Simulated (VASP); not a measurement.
Ta, 1 atom in the cell. Symmetry: Im-3m, No. 229, cubic system. Conventional cell: a = 3.283 Å, b = 3.283 Å, c = 3.283 Å, α = 90.00°, β = 90.00°, γ = 90.00°. Ta (site symmetry m-3m) has 14 Ta at 2.84 to 3.28 Å within 3.7 Å. 

| Item | Value |
| --- | --- |
| Program | VASP 6.6.1 |
| Task | relaxation of cell and atoms |
| Functional | r2SCAN |
| Potentials or basis | VASP PAW PBE potentials, release 64 (Ta_pv) |
| Cutoff | 600 eV |
| k mesh | 18 × 18 × 18 |
| Occupations | gaussian, width 0.1 eV |
| Spin | no spin polarisation |
| Target pressure | 2 GPa |
| Dipole correction | no |
| Further INCAR settings | ALGO = Normal; EDIFF = 1e-06; IBRION = 2; EDIFFG = -0.008; NSW = 70; ISIF = 3 |

Potentials or basis: VASP PAW PBE potentials, release 64 (Ta_pv).

Command:

```console
$ cat potpaw_PBE.64/Ta_pv/POTCAR > POTCAR
$ cp INCAR.step1 INCAR
$ mpirun -np 1 vasp_std > vasp.out
$ cp INCAR.step2 INCAR
$ mpirun -np 1 vasp_std > vasp.out
```

Hardware: 1 thread of Intel(R) Xeon(R) Platinum 8259CL CPU @ 2.50GHz (Skylake/Cascade Lake), with other jobs on the host.

Task: How long does it take, and how much memory?

Result: Wall time 3.1 min on 1 thread of Intel(R) Xeon(R) Platinum 8259CL CPU @ 2.50GHz (Skylake/Cascade Lake) (shared host), peak memory 0.18 GiB. Counts: k points 195, ion steps 3.
